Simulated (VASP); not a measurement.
# C (I4_1/amd) in VASP: notebook, part 2 of 3

VASP 6.6.1. The steps go on from the part before.

**3. Single point, PBEsol**

This run uses another cell than the first one, of the same volume but with other edges.

INCAR

```
SYSTEM = C
PREC = Accurate ; ENCUT = 520
EDIFF = 1E-6 ; ISMEAR = 0
SIGMA = 0.05 ; LREAL = .FALSE.
LASPH = .TRUE. ; NELM = 100
ALGO = Normal ; ISIF = 2
LWAVE = .FALSE. ; LCHARG = .TRUE.
GGA = PS ; LELF = .TRUE.
LVHAR = .TRUE. ; NBANDS = 11
```

KPOINTS

```
Automatic mesh
0
G
  12 12 12
  0 0 0
```

POSCAR

```
C
1.0
    0.0000000000      1.6782436539      2.0138923847
    1.6782436539      0.0000000000      2.0138923847
    1.6782436539      1.6782436539      0.0000000000
C
2
Direct
    0.5000000000      0.5000000000      0.5000000000
    0.7500000000      0.7500000000      0.7500000000
```

Potentials or basis: VASP PAW PBE potentials, release 64 (C).

The run is started by

```bash
cat potpaw_PBE.64/C/POTCAR > POTCAR
mpirun -np 1 vasp_std > vasp.out
```

OUTCAR:

```text
SYSTEM = C
   PREC = Accurate
   ENCUT = 520
   EDIFF = 1E-6
   ISMEAR = 0
   LREAL = .FALSE.
   LASPH = .TRUE.
   NELM = 100
   ISIF = 2
   GGA = PS

 ion  position               nearest neighbor table
   1  0.500  0.500  0.500-   2 1.56   2 1.56   2 1.56   2 1.56
   2  0.750  0.750  0.750-   1 1.56   1 1.56   1 1.56   1 1.56

  LATTYP: Found a body centered tetragonal cell.
 ALAT       =     2.3733949363
 C/A-ratio  =     1.6970562749

  Lattice vectors:

 A1 = (  -1.6782436539,   0.0000000000,   2.0138923847)
 A2 = (   1.6782436539,   0.0000000000,   2.0138923847)
 A3 = (   0.0000000000,   1.6782436539,  -2.0138923847)

Analysis of symmetry for initial positions (statically):
=====================================================================
 Subroutine PRICEL returns:
 Original cell was already a primitive cell.

 Routine SETGRP: Setting up the symmetry group for a
 body centered tetragonal supercell.

 Subroutine GETGRP returns: Found 16 space group operations
 (whereof  8 operations were pure point group operations)
 out of a pool of 16 trial point group operations.

The static configuration has the point symmetry D_2d.
 The point group associated with its full space group is D_4h.

Analysis of symmetry for dynamics (positions and initial velocities):
=====================================================================
 Subroutine PRICEL returns:
 Original cell was already a primitive cell.

 Routine SETGRP: Setting up the symmetry group for a
 body centered tetragonal supercell.

 Subroutine GETGRP returns: Found 16 space group operations
 (whereof  8 operations were pure point group operations)
 out of a pool of 16 trial point group operations.

The dynamic configuration has the point symmetry D_2d.
 The point group associated with its full space group is D_4h.

 Subroutine INISYM returns: Found 16 space group operations
 (whereof  8 operations are pure point group operations),
 and found     1 'primitive' translations

----------------------------------------------------------------------------------------

                                     Primitive cell

  volume of cell :      11.3443

  direct lattice vectors                    reciprocal lattice vectors
     0.000000000  1.678243654  2.013892385    -0.297930517  0.297930517  0.248275431
     1.678243654  0.000000000  2.013892385     0.297930517 -0.297930517  0.248275431
     1.678243654  1.678243654  0.000000000     0.297930517  0.297930517 -0.248275431

  length of vectors
     2.621500391  2.621500391  2.373394936     0.489045883  0.489045883  0.489045883

  position of ions in fractional coordinates (direct lattice)
     0.500000000  0.500000000  0.500000000
     0.750000000  0.750000000  0.750000000

  ion indices of the primitive-cell ions
   primitive index   ion index
                 1           1
                 2           2

----------------------------------------------------------------------------------------

 KPOINTS: Automatic mesh

Automatic generation of k-mesh.
 Grid dimensions read from file:
 generate k-points for:   12   12   12

 Generating k-lattice:

  Cartesian coordinates                     Fractional coordinates (reciprocal lattice)
    -0.024827543  0.024827543  0.020689619     0.083333333 -0.000000000  0.000000000
     0.024827543 -0.024827543  0.020689619    -0.000000000  0.083333333  0.000000000
     0.024827543  0.024827543 -0.020689619     0.000000000  0.000000000  0.083333333

  Length of vectors
     0.040753824  0.040753824  0.040753824

  Shift w.r.t. Gamma in fractional coordinates (k-lattice)
     0.000000000  0.000000000  0.000000000

 Subroutine IBZKPT returns following result:
 ===========================================

 Found    163 irreducible k-points:

 Following reciprocal coordinates:
            Coordinates               Weight
  0.000000  0.000000  0.000000      1.000000
  0.083333  0.000000  0.000000      8.000000
  0.166667  0.000000  0.000000      8.000000
  0.250000  0.000000  0.000000      8.000000
  0.333333  0.000000  0.000000      8.000000
  0.416667  0.000000  0.000000      8.000000
[... 16 lines left out ...]
  0.500000  0.166667  0.000000      8.000000
 -0.416667  0.166667  0.000000      8.000000
 [... further k-points ...]
   k-points           NKPTS =    163   k-points in BZ     NKDIM =    163   number of bands    NBANDS=     11
   number of dos      NEDOS =    301   number of ions     NIONS =      2
   total plane-waves  NPLWV =   7200
   dimension x,y,z NGX =    20 NGY =   20 NGZ =   18
   dimension x,y,z NGXF=    40 NGYF=   40 NGZF=   36
   ions per type =               2
   NGX,Y,Z   is equivalent  to a cutoff of  12.68, 12.68, 12.61 a.u.
   NGXF,Y,Z  is equivalent  to a cutoff of  25.37, 25.37, 25.22 a.u.
 SYSTEM =  C
   PREC   = accura    normal or accurate (medium, high low for compatibility)
   ISTART =      0    job   : 0-new  1-cont  2-samecut
   ICHARG =      2    charge: 1-file 2-atom 10-const
   ISPIN  =      1    spin polarized calculation?
   LNONCOLLINEAR =      F non collinear calculations
   LSORBIT =      F    spin-orbit coupling
   LASPH  =      T    aspherical Exc in radial PAW
   ENCUT  =  520.0 eV  38.22 Ry    6.18 a.u.   4.87  4.87  4.41*2*pi/ulx,y,z
   NELM   =    100;   NELMIN=  2; NELMDL= -5     # of ELM steps
   EDIFF  = 0.1E-05   stopping-criterion for ELM
   LREAL  =      F    real-space projection
   EDIFFG = 0.1E-04   stopping-criterion for IOM
   NSW    =      0    number of steps for IOM
   IBRION =     -1    ionic relax: 0-MD 1-quasi-New 2-CG
   NFREE  =      0    steps in history (QN), initial steepest desc. (CG)
   ISIF   =      2    stress and relaxation
   ISYM   =      2    0-nonsym 1-usesym 2-fastsym
   POTIM  = 0.5000    time-step for ionic-motion
   TEBEG  =    0.0;   TEEND  =   0.0 temperature during run
   PSTRESS=    0.0 pullay stress
   NELECT =       8.0000    total number of electrons
   NUPDOWN=      -1.0000    fix difference up-down
   EMIN   =  10.00;   EMAX   =-10.00  energy-range for DOS
   EFERMI =   0.00;   METHOD = LEGACY
   ISMEAR =     0;   SIGMA  =   0.05  broadening in eV -4-tet -1-fermi 0-gaus
   EFERMI_NEDOS =   21; number of points for ismear=-14 and -15
   IALGO  =     38    algorithm
   IMIX   =      4    mixing-type and parameters
     AMIX     =   0.40;   BMIX     =  1.00
     AMIX_MAG =   1.60;   BMIX_MAG =  1.00
  volume/ion in A,a.u.               =       5.67        38.28
  Fermi-wavevector in a.u.,A,eV,Ry     =   1.457178  2.753668 28.890189  2.123369
  Thomas-Fermi vector in A             =   2.574010
   LORBIT       =      0    0 simple, 1 ext, 2 COOP (PROOUT), +10 PAW based schemes
   GGA     = PS    functional components
   LHFCALC =     F    Hartree Fock is set to
   AEXX    =    0.0000 exact exchange contribution
   IVDW    =     0    specifies the selected vdW correction
   LEPSILON=     F    determine dielectric tensor
   LRPA    =     F    only Hartree local field effects (RPA)
 non-spin polarized calculation
 Gauss-broadening in eV      SIGMA  =   0.05
  energy-cutoff  :      520.00
  volume of cell :       11.34
 maximum number of plane-waves:       328
   NGX =  9   NGY =  9   NGZ =  9

 number of electron       8.0000000 magnetization

 Free energy of the ion-electron system (eV)
  ---------------------------------------------------
  ext. energy  EPLUGINS =         0.00000000
  ---------------------------------------------------
  free energy    TOTEN  =       -18.44241928 eV

  energy without entropy =      -18.44241928  energy(sigma->0) =      -18.44241928

 E-fermi :  11.2003     XC(G=0): -13.4696

 val. band max:       10.8804831195   @ k =   0.0000   0.0000   0.0000
 cond. band min:      12.6252516284   @ k =   0.4167   0.0000   0.4167
 fundamental gap:      1.7447685089
 Fermi energy:        11.2003271906

 k-point     1 :       0.0000    0.0000    0.0000
  band No.  band energies     occupation
      1     -11.7624      2.00000
      2       7.5615      2.00000
      3      10.8805      2.00000
      4      10.8805      2.00000
      5      14.8789      0.00000
      6      14.8789      0.00000
      7      17.0697      0.00000
      8      21.9874      0.00000
      9      29.0719      0.00000
     10      30.3908      0.00000
     11      32.0213      0.00000
[... 309 lines left out ...]
 k-point    24 :      -0.4167    0.1667    0.0000
  band No.  band energies     occupation
      1      -5.2870      2.00000
      2      -3.0748      2.00000
      3       2.4634      2.00000
      4       8.1755      2.00000
      5      17.4466      0.00000
      6      20.2130      0.00000
      7      20.8832      0.00000
      8      24.8519      0.00000
      9      30.5474      0.00000
     10      32.8676      0.00000
     11      34.5157      0.00000

 [... further k-points ...]
[... 5 lines left out ...]
  --------------------------------------------------------------------------------------
  -------------------------------------------------------------------------------------
  Total        4.4522816      4.4522816     -9.4605424      0.0000000      0.0000000      0.0000000
  in kB      628.8063523    628.8063523  -1336.1349888      0.0000000      0.0000000      0.0000000
  external PRESSURE =     -26.1740947 kB  Pullay stress =       0.0000000 kB

 VOLUME and BASIS-vectors are now :
 -----------------------------------------------------------------------------
  energy-cutoff  :      520.00
  volume of cell :       11.34
      direct lattice vectors                 reciprocal lattice vectors
     0.000000000  1.678243654  2.013892385    -0.297930517  0.297930517  0.248275431
     1.678243654  0.000000000  2.013892385     0.297930517 -0.297930517  0.248275431
     1.678243654  1.678243654  0.000000000     0.297930517  0.297930517 -0.248275431

 POSITION                                       TOTAL-FORCE (eV/Angst)
 -----------------------------------------------------------------------------------
      1.67824      1.67824      2.01389        -0.000000     -0.000000     -0.000000
      2.51737      2.51737      3.02084         0.000000      0.000000      0.000000
 -----------------------------------------------------------------------------------
    total drift:                                0.000000     -0.000000      0.000000

  FREE ENERGIE OF THE ION-ELECTRON SYSTEM (eV)
  ---------------------------------------------------
  free  energy   TOTEN  =       -18.4424192762 eV

  energy  without entropy=      -18.4424192762  energy(sigma->0) =      -18.44241928
```

It took 6.5 s on 1 thread of Intel Xeon 6975P-C (Granite Rapids), shared host; peak memory 0.12 GiB.

Results:

```yaml
Free_energy: -18.4424 eV
Pressure: -2.6 GPa
Band_gap_on_the_k_mesh: 1.74 eV, indirect (least direct gap 4.00 eV)
```

Caveat: the PAW data sets were made with another functional, which shifts forces and pressure a little. A k mesh can miss the band edges.

[end of part 2 of 3]
